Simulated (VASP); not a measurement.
# Si (a cell with a defect) in VASP: notebook, part 2 of 2

VASP 6.6.1.

## (5) Single point, PBE

Input file INCAR:

```
PREC = Accurate ; ENCUT = 520
EDIFF = 1E-6 ; ISMEAR = 0
SIGMA = 0.02 ; LREAL = Auto
LASPH = True ; NELM = 100
ALGO = Normal ; ISIF = 2
LWAVE = False ; LCHARG = False
GGA = PE ; NBANDS = 43
```

Input file KPOINTS:

```
Automatic mesh
0
Gamma
  2 2 2
```

Input file POSCAR:

```
Si
1.0
    0.0000000000      5.4700937548     -5.4700937548
    5.4700937548      5.4700937548      0.0000000000
    5.4700937548      0.0000000000     -5.4700937548
Si
15
Direct
    0.1254547053      0.1236359065      0.1254547053
    0.1254547053      0.6254547277      0.1254547053
    0.6250544604      0.1250544379      0.1248367086
    0.6236359289      0.6254547277      0.1254547053
    0.1248367086      0.1250544379      0.6250544604
    0.1254547053      0.6254547277      0.6236359289
    0.6250544604      0.1250544379      0.6250544604
    0.6250544604      0.6248367310      0.6250544604
    0.2502353819      0.2497646405      0.2502353819
    0.7497646629      0.7502354044      0.2502353819
    0.7497646629      0.2497646405      0.2502353819
    0.2502353819      0.7502354044      0.7497646629
    0.2502353819      0.2497646405      0.7497646629
    0.7497646629      0.7502354044      0.7497646629
    0.7500000336      0.2500000112      0.7500000336
```

Potentials or basis: VASP PAW PBE potentials, release 64 (Si).

The run is started by

```sh
$ cat potpaw_PBE.64/Si/POTCAR > POTCAR
$ mpirun -np 1 vasp_std > vasp.out
```

OUTCAR:

```text
PREC = Accurate
   ENCUT = 520
   EDIFF = 1E-6
   ISMEAR = 0
   LREAL = Auto
   LASPH = True
   NELM = 100
   ISIF = 2
   GGA = PE

 ion  position               nearest neighbor table
   1  0.125  0.124  0.125-  11 2.37  13 2.37   9 2.37
   2  0.125  0.625  0.125-  10 2.37  12 2.37   9 2.37
   3  0.625  0.125  0.125-  10 2.37  11 2.37   9 2.37  15 2.37
   4  0.624  0.625  0.125-  14 2.37  11 2.37  10 2.37
   5  0.125  0.125  0.625-  12 2.37  13 2.37   9 2.37  15 2.37
   6  0.125  0.625  0.624-  14 2.37  13 2.37  12 2.37
   7  0.625  0.125  0.625-  14 2.37  13 2.37  11 2.37  15 2.37
   8  0.625  0.625  0.625-  14 2.37  12 2.37  10 2.37  15 2.37
   9  0.250  0.250  0.250-   3 2.37   5 2.37   1 2.37   2 2.37
  10  0.750  0.750  0.250-   3 2.37   8 2.37   2 2.37   4 2.37
  11  0.750  0.250  0.250-   3 2.37   7 2.37   1 2.37   4 2.37
  12  0.250  0.750  0.750-   5 2.37   8 2.37   2 2.37   6 2.37
  13  0.250  0.250  0.750-   5 2.37   7 2.37   1 2.37   6 2.37
  14  0.750  0.750  0.750-   7 2.37   8 2.37   4 2.37   6 2.37
  15  0.750  0.250  0.750-   3 2.37   5 2.37   7 2.37   8 2.37

  LATTYP: Found a face centered cubic cell.
 ALAT       =    10.9401875096

  Lattice vectors:

 A1 = (   0.0000000000,   5.4700937548,  -5.4700937548)
 A2 = (   5.4700937548,   5.4700937548,   0.0000000000)
 A3 = (   5.4700937548,   0.0000000000,  -5.4700937548)

Analysis of symmetry for initial positions (statically):
=====================================================================
 Subroutine PRICEL returns:
 Original cell was already a primitive cell.

 Routine SETGRP: Setting up the symmetry group for a
 face centered cubic supercell.

 Subroutine GETGRP returns: Found 24 space group operations
 (whereof  4 operations were pure point group operations)
 out of a pool of 48 trial point group operations.

[... 153 lines left out ...]
  energy-cutoff  :      520.00
  volume of cell :      327.35
 maximum number of plane-waves:      8824
 NGX is ok and might be reduce to    60
   NGX = 29   NGY = 29   NGZ = 29

 number of electron      60.0000006 magnetization

 Free energy of the ion-electron system (eV)
  ---------------------------------------------------
  ext. energy  EPLUGINS =         0.00000000
  ---------------------------------------------------
  free energy    TOTEN  =       -77.62146290 eV

  energy without entropy =      -77.61616276  energy(sigma->0) =      -77.61881283

 E-fermi :   5.7310     XC(G=0):  -9.0783

 val. band max:        4.5679374671   @ k =   0.0000   0.0000   0.0000
 cond. band min:       5.7447170621   @ k =   0.5000   0.5000   0.0000
 fundamental gap:      1.1767795950
 Fermi energy:         5.7310357804

 k-point     1 :       0.0000    0.0000    0.0000
  band No.  band energies     occupation
      1      -6.6089      2.00000
      2      -4.4812      2.00000
      3      -4.4812      2.00000
      4      -4.4812      2.00000
      5      -3.9108      2.00000
      6      -2.7327      2.00000
[... 124 lines left out ...]
     41       9.4279      0.00000
     42       9.4587      0.00000
 [bands above 42 left out]

------------------------ aborting loop because EDIFF is reached ----------------------------------------

  FORCE on cell =-STRESS in cart. coord.  units (eV):
  Direction    XX          YY          ZZ          XY          YZ          ZX
  --------------------------------------------------------------------------------------
  -------------------------------------------------------------------------------------
  Total       -2.9084825     -2.9084825     -2.9084825      0.0000000     -0.0000000      0.0000000
  in kB      -14.2351725    -14.2351725    -14.2351725      0.0000000     -0.0000000      0.0000000
  external PRESSURE =     -14.2351725 kB  Pullay stress =       0.0000000 kB

 VOLUME and BASIS-vectors are now :
 -----------------------------------------------------------------------------
  energy-cutoff  :      520.00
  volume of cell :      327.35
      direct lattice vectors                 reciprocal lattice vectors
     0.000000000  5.470093755 -5.470093755    -0.091406112  0.091406112 -0.091406112
     5.470093755  5.470093755  0.000000000     0.091406112  0.091406112  0.091406112
     5.470093755  0.000000000 -5.470093755     0.091406112 -0.091406112 -0.091406112

 POSITION                                       TOTAL-FORCE (eV/Angst)
 -----------------------------------------------------------------------------------
      1.36255      1.36255     -1.37250        -0.008134     -0.008134     -0.008134
      4.10754      4.10754     -1.37250         0.008134      0.008134     -0.008134
      1.36693      4.10317     -4.10198         0.004785     -0.004785     -0.004785
      4.10754      6.83264     -4.09760         0.008134     -0.008134      0.008134
      4.10317      1.36693     -4.10198        -0.004785      0.004785     -0.004785
      6.83264      4.10754     -4.09760        -0.008134      0.008134      0.008134
      4.10317      4.10317     -6.83821        -0.004785     -0.004785      0.004785
      6.83702      6.83702     -6.83821         0.004785      0.004785      0.004785
      2.73505      2.73505     -2.73762         0.000000      0.000000     -0.019115
      5.47267      8.20514     -5.47009         0.019115      0.000000     -0.000000
      2.73505      5.46752     -5.47009         0.000000     -0.019115     -0.000000
      8.20514      5.47267     -5.47009         0.000000      0.019115     -0.000000
      5.46752      2.73505     -5.47009        -0.019115      0.000000     -0.000000
      8.20514      8.20514     -8.20257         0.000000      0.000000      0.019115
      5.47009      5.47009     -8.20514         0.000000      0.000000     -0.000000
 -----------------------------------------------------------------------------------
    total drift:                               -0.000057     -0.000007     -0.000017

  FREE ENERGIE OF THE ION-ELECTRON SYSTEM (eV)
  ---------------------------------------------------
  free  energy   TOTEN  =       -77.6214629017 eV

  energy  without entropy=      -77.6161627629  energy(sigma->0) =      -77.61881283
```

OSZICAR:

```text
N       E                     dE             d eps       ncg     rms          rms(c)
DAV:   1     0.151455900056E+03    0.15146E+03   -0.22445E+04   258   0.114E+03
DAV:   2    -0.657350304827E+02   -0.21719E+03   -0.20483E+03   310   0.170E+02
DAV:   3    -0.787293109268E+02   -0.12994E+02   -0.12652E+02   340   0.370E+01
DAV:   4    -0.790628160008E+02   -0.33351E+00   -0.33126E+00   340   0.697E+00
DAV:   5    -0.790683913821E+02   -0.55754E-02   -0.55633E-02   332   0.938E-01    0.126E+01
DAV:   6    -0.779746581628E+02    0.10937E+01   -0.11052E+00   308   0.297E+00    0.759E+00
DAV:   7    -0.776109654482E+02    0.36369E+00   -0.10327E+00   292   0.303E+00    0.130E+00
DAV:   8    -0.776179806995E+02   -0.70153E-02   -0.83746E-02   308   0.978E-01    0.388E-01
DAV:   9    -0.776199586243E+02   -0.19779E-02   -0.88333E-03   313   0.311E-01    0.219E-01
DAV:  10    -0.776211433528E+02   -0.11847E-02   -0.18317E-03   300   0.152E-01    0.757E-02
DAV:  11    -0.776214263376E+02   -0.28298E-03   -0.29095E-04   292   0.647E-02    0.338E-02
DAV:  12    -0.776214600704E+02   -0.33733E-04   -0.39528E-05   316   0.242E-02    0.729E-03
DAV:  13    -0.776214626087E+02   -0.25383E-05   -0.58841E-06   316   0.915E-03    0.222E-03
DAV:  14    -0.776214629017E+02   -0.29309E-06   -0.78985E-07   204   0.345E-03
   1 F= -.77621463E+02 E0= -.77618813E+02  d E =-.530014E-02
```

It took 43 s on 1 thread of Intel Xeon 6975P-C (Granite Rapids), shared host; peak memory 0.43 GiB.

Results:

| Property | Result |
| --- | --- |
| Free energy | -77.6215 eV |
| Pressure | -1.4 GPa |
| Largest force | 0.019 eV/Å |
| Band gap on the k mesh | zero (band 30 reaches 5.92 eV, above the bottom of band 31 at 5.74 eV) |

Forces in eV/Å, atoms in the order of the input:
```
Si  -0.008 -0.008 -0.008
Si   0.008  0.008 -0.008
Si   0.005 -0.005 -0.005
Si   0.008 -0.008  0.008
Si  -0.005  0.005 -0.005
Si  -0.008  0.008  0.008
Si  -0.005 -0.005  0.005
Si   0.005  0.005  0.005
Si   0.000  0.000 -0.019
Si   0.019  0.000  0.000
Si   0.000 -0.019  0.000
Si   0.000  0.019  0.000
Si  -0.019  0.000  0.000
Si   0.000  0.000  0.019
Si   0.000  0.000  0.000
```

Levels at points of the mesh, in eV from the Fermi level:
| k point | band 28 | band 29 | band 30 | band 31 | band 32 | band 33 |
| --- | --- | --- | --- | --- | --- | --- |
| (0.00, 0.00, 0.00) | -1.16 | -1.16 | 0.19 | 0.19 | 0.19 | 0.21 |
| (0.50, 0.00, 0.00) | -1.50 | -1.45 | -1.45 | 0.36 | 0.36 | 0.83 |
| (0.50, 0.50, 0.00) | -2.02 | -1.97 | -1.73 | 0.01 | 0.01 | 0.62 |

Caveat: the k points lie up to 0.50 Å⁻¹ apart.

## (6) Single point, PBE

Input file INCAR:

```
SYSTEM = Si
PREC = Accurate
ENCUT = 520
EDIFF = 1E-6
ISMEAR = 0
SIGMA = 0.02
LREAL = Auto
LASPH = .TRUE.
NELM = 100
ALGO = Normal
ISIF = 2
LWAVE = .FALSE.
LCHARG = .FALSE.
GGA = PE
NBANDS = 43
```

Input file KPOINTS:

```
regular mesh
0
G
  2 2 2
  0 0 0
```

Input file POSCAR:

```
Si
1.0
    0.0000000000      5.4700937548     -5.4700937548
    5.4700937548      5.4700937548      0.0000000000
    5.4700937548      0.0000000000     -5.4700937548
Si
15
Direct
    0.2495452658     -0.2486357750      0.2495452658
    0.1247645892      0.6252353531      0.1247645892
    0.6252353531      0.1247645892      0.1247645892
    0.6252354445      0.6252354445      0.1247644978
    0.1247645892      0.1247645892      0.6252353531
    0.1247644978      0.6252354445      0.6252354445
    0.6252354445      0.1247644978      0.6252354445
    0.6249999823      0.6249999823      0.6249999823
    0.2495452658      0.2495452658      0.2495452658
    0.7499455556      0.7499455556      0.2501632625
    0.7513642698      0.2495452658      0.2495452658
    0.2501632625      0.7499455556      0.7499455556
    0.2495452658      0.2495452658      0.7513642698
    0.7499455556      0.7499455556      0.7499455556
    0.7499455556      0.2501632625      0.7499455556
```

Potentials or basis: VASP PAW PBE potentials, release 64 (Si).

The run is started by

```sh
$ cat potpaw_PBE.64/Si/POTCAR > POTCAR
$ mpirun -np 1 vasp_std > vasp.out
```

Wall time 38 s (1 thread of Intel Xeon 6975P-C (Granite Rapids), shared host); peak memory 0.43 GiB.

Results (log left out):

| Quantity | Value |
| --- | --- |
| Free energy | -77.6214 eV |
| Pressure | -1.4 GPa |
| Largest force | 0.027 eV/Å |
| Band gap on the k mesh | zero (band 30 reaches 5.92 eV, above the bottom of band 31 at 5.74 eV) |

Forces on the atoms (eV/Å):
```
Si   0.006  0.006  0.006
Si   0.000  0.000  0.027
Si  -0.027  0.000  0.000
Si   0.000  0.027  0.000
Si   0.000 -0.027  0.000
Si   0.027  0.000  0.000
Si   0.000  0.000 -0.027
Si   0.000  0.000  0.000
Si  -0.006 -0.006  0.006
Si  -0.009  0.009  0.009
Si  -0.006  0.006 -0.006
Si   0.009 -0.009  0.009
Si   0.006 -0.006 -0.006
Si   0.009  0.009 -0.009
Si  -0.009 -0.009 -0.009
```

Levels at points of the mesh, in eV from the Fermi level:
```tsv
k point	band 27	band 28	band 29	band 30	band 31	band 32	band 33	band 34
(0.00, 0.00, 0.00)	-1.16	-1.16	-1.16	0.19	0.19	0.19	0.21	0.25
(0.50, 0.00, 0.00)	-2.20	-1.50	-1.45	-1.45	0.36	0.36	0.83	0.83
(0.50, 0.50, 0.00)	-2.34	-2.02	-1.97	-1.73	0.01	0.01	0.62	0.72
```

Caveat: the k points lie up to 0.50 Å⁻¹ apart.
